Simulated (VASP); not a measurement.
The system is Zr.

```xyz
1
Lattice="-1.8100 -1.8100 -1.8100 1.8100 1.8100 -1.8100 1.8100 -1.8100 1.8100" Properties=species:S:1:pos:R:3 pbc="T T T"
Zr    0.0000    0.0000    0.0000
```

This isn't the form of Zr at room conditions, which is hcp.

| Property | Result |
| --- | --- |
| Program | VASP 6.6.1 |
| Task | relaxation of cell and atoms |
| Functional | PBEsol |
| Potentials or basis | VASP PAW PBE potentials, release 64 (Zr_sv) |
| Cutoff | 600 eV |
| k mesh | 16 × 16 × 16 |
| Occupations | gaussian, width 0.1 eV |
| Spin | no spin polarisation |

At the start: pressure -6.7 GPa; volume 23.72 Å³/atom.

Problem. Where does the relaxation end?

Solution. Over 6 steps the energy falls by 41.4 meV/atom and the volume is 21.85 Å³/atom (-7.9 %); space group Im-3m (No. 229, to 0.1 Å) before and after.

Step by step:
| step | energy change (eV) | largest force (eV/Å) | pressure (GPa) | volume (Å³) |
| --- | --- | --- | --- | --- |
| 1 | 0.0000 | 0.0000 | -6.72 | 23.72 |
| 2 | -0.0137 | 0.0000 | 6.62 | 20.46 |
| 3 | -0.0414 | 0.0000 | -0.04 | 21.87 |
| 4 | -0.0414 | 0.0000 | 0.09 | 21.83 |
| 5 | -0.0414 | 0.0000 | -0.06 | 21.87 |
| 6 | -0.0414 | 0.0000 | 0.00 | 21.85 |

Final structure:
```cif
data_structure
_symmetry_space_group_name_H-M 'P 1'
_symmetry_Int_Tables_number 1
_cell_length_a 3.0506
_cell_length_b 3.0506
_cell_length_c 3.0506
_cell_angle_alpha 109.471
_cell_angle_beta 109.471
_cell_angle_gamma 109.471
_cell_volume 21.85
loop_
_atom_site_label
_atom_site_type_symbol
_atom_site_fract_x
_atom_site_fract_y
_atom_site_fract_z
_atom_site_occupancy
Zr1 Zr 0.00000 0.00000 0.00000 1
```

Caveat: the PAW data sets were made with another functional, which shifts forces and pressure a little.
